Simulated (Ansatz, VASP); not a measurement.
## Si15Rh in VASP and in Ansatz

The input INCAR:

```
PREC = Accurate ; ENCUT = 520
EDIFF = 1E-6 ; ISMEAR = 0
SIGMA = 0.05 ; LREAL = Auto
LASPH = True ; NELM = 150
ALGO = Normal ; ISIF = 2
LWAVE = False ; LCHARG = True
ISPIN = 2 ; MAGMOM = 5 0 0 0 0 0 0 0 0 0 0 0 0 0 0 0
LORBIT = 11 ; LMAXMIX = 4
LDAU = True ; LDAUTYPE = 2
LDAUL = 2 -1 ; LDAUU = 2 0
LDAUJ = 0 0 ; LDAUPRINT = 1
GGA = PS ; LELF = True
LVHAR = True ; NBANDS = 56
```

The input KPOINTS:

```
Automatic mesh
0
Gamma
  3 3 3
```

File POSCAR:

```
Si15Rh
1.0
    0.0000000000      5.4370000000      5.4370000000
    5.4370000000      0.0000000000      5.4370000000
    5.4370000000      5.4370000000      0.0000000000
Rh Si
1 15
Direct
    1.0000000000      1.0000000000      0.0000000000
    0.9990934051      0.9990934051      0.5009065949
    0.9990934051      0.5009065949      0.9990934051
    0.9990934051      0.5009065949      0.5009065949
    0.5009065949      0.9990934051      0.9990934051
    0.5009065949      0.9990934051      0.5009065949
    0.5009065949      0.5009065949      0.9990934051
    0.5000000000      0.5000000000      0.5000000000
    0.1232214265      0.1232214265      0.1232214265
    0.1232214265      0.1232214265      0.6303357206
    0.1232214265      0.6303357206      0.1232214265
    0.1251791258      0.6249402914      0.6249402914
    0.6303357206      0.1232214265      0.1232214265
    0.6249402914      0.1251791258      0.6249402914
    0.6249402914      0.6249402914      0.1251791258
    0.6249402914      0.6249402914      0.6249402914
```

Input for Ansatz:

```yaml
crystal:
  lattice:
    - [0.0, 5.437, 5.437]
    - [5.437, 0.0, 5.437]
    - [5.437, 5.437, 0.0]
  atoms:
    - { symbol: Rh, position: [1.0, 1.0, 0.0], spin: 5.0 }
    - { symbol: Si, position: [0.9990934051, 0.9990934051, 0.5009065949] }
    - { symbol: Si, position: [0.9990934051, 0.5009065949, 0.9990934051] }
    - { symbol: Si, position: [0.9990934051, 0.5009065949, 0.5009065949] }
    - { symbol: Si, position: [0.5009065949, 0.9990934051, 0.9990934051] }
    - { symbol: Si, position: [0.5009065949, 0.9990934051, 0.5009065949] }
    - { symbol: Si, position: [0.5009065949, 0.5009065949, 0.9990934051] }
    - { symbol: Si, position: [0.5, 0.5, 0.5] }
    - { symbol: Si, position: [0.1232214265, 0.1232214265, 0.1232214265] }
    - { symbol: Si, position: [0.1232214265, 0.1232214265, 0.6303357206] }
    - { symbol: Si, position: [0.1232214265, 0.6303357206, 0.1232214265] }
    - { symbol: Si, position: [0.1251791258, 0.6249402914, 0.6249402914] }
    - { symbol: Si, position: [0.6303357206, 0.1232214265, 0.1232214265] }
    - { symbol: Si, position: [0.6249402914, 0.1251791258, 0.6249402914] }
    - { symbol: Si, position: [0.6249402914, 0.6249402914, 0.1251791258] }
    - { symbol: Si, position: [0.6249402914, 0.6249402914, 0.6249402914] }
basis:
  ecutwfc: 420
  ecutrho_ratio: 4
kpoints:
  mp_grid: { grid: [3, 3, 3] }
hamiltonian:
  xc: pbesol
  hubbard: { sites: [{ site: 0, l: d, u_eff: 2.0 }] }
scf:
  occupations: { method: gaussian, width: 0.05 }
output:
  forces: true
  stress: true
  eigenvalues: true
  populations: true
  hubbard: { sites: [{ site: 0, l: d }] }
  write_density: true
  write_potential: true
  elf: true
  volumetric_format: npy
magnetization:
  spin_polarized: true
```

Alike in both runs: task single point; functional PBEsol; k mesh 3 × 3 × 3; occupations gaussian, width 0.05 eV; collinear spin; Hubbard terms Rh d U = 2.0 eV.

```csv
,VASP,Ansatz
version,VASP 6.6.1,Ansatz 0.2.0
potentials or method,"VASP PAW PBE potentials, release 64 (Rh_pv, Si), cutoff 520 eV","scalar-relativistic, plane waves, PAW"
valence electrons in the cell,75,77
```

```tsv
	VASP	Ansatz	Ansatz less VASP
gap on the k mesh at the Fermi level (eV)	none	none	-
pressure (GPa)	-1.2	-1.2	-0.01
rms of the force components (eV/Å)	0.021	0.002	-0.0191
net moment per atom (μB)	0.06	0.06	+0.001
size of the moment on the site where the two differ most (μB)	0.28	0.22	-0.063
```

VASP's potentials were made for PBE, not for PBEsol. Site moments also hang on the region over which each program counts them. The programs project onto different local orbitals, so the same U acts differently, and such runs can settle in different states. Atom by atom the forces differ by 0.022 eV/Å (rms over components). A gap of «none» marks a metal or a gap that the smearing closes. VASP's potentials hold 75 valence electrons a cell and Ansatz's 77, so a difference there can come from the potentials and not from the codes. Ansatz's warnings: filled band counts differ across k points, given moment on shells.
